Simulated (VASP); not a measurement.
Sb: single point with PBE+D3(BJ)

System: Sb, a slab with vacuum.

```
Sb
1.0
     4.06868    0.00000    0.00000
    -2.03434    3.52358    0.00000
     0.00000    0.00000   20.80003
Sb
4
Direct
  0.33333 0.66667 0.29497
  0.66667 0.33333 0.21635
  0.66667 0.33333 0.49123
  0.00000 0.00000 0.41261
```

This cell differs from its parent crystal: layers slid over each other, then relaxed in part.

```
Program                : VASP 6.6.1
Task                   : single point
Functional             : PBE
Dispersion             : D3(BJ)
Potentials or basis    : VASP PAW PBE potentials, release 64 (Sb_d_GW)
Cutoff                 : 400 eV
k mesh                 : 9 × 9 × 1
Occupations            : gaussian, width 0.05 eV
Spin                   : no spin polarisation
Dipole correction      : yes
Further INCAR settings : ALGO = Normal; EDIFF = 1e-06; NBANDS = 38; NELMDL = -8
```

```json
{
  "Largest force": "0.005 eV/Å",
  "Dispersion energy per atom": "-0.351 eV"
}
```

Forces in eV/Å, atoms in the order of the input:
```
Sb   0.000  0.000 -0.005
Sb   0.000  0.000  0.000
Sb   0.000  0.000  0.000
Sb   0.000  0.000  0.005
```

Levels at points of the mesh, in eV from the Fermi level:
```csv
k point,band 26,band 27,band 28,band 29,band 30,band 31,band 32,band 33,band 34,band 35
"(0.00, 0.00, 0.00)",-1.13,-1.13,-0.86,-0.86,-0.29,0.68,1.35,1.35,2.13,2.29
```

Run time: 4.7 min on 1 thread of Intel(R) Xeon(R) Platinum 8259CL CPU @ 2.50GHz (Skylake/Cascade Lake) (shared host), peak memory 0.35 GiB.

Caveat: the cell differs from its parent crystal (layers slid over each other, then relaxed in part); spin-orbit coupling is left out, which moves the levels of the heavy elements.
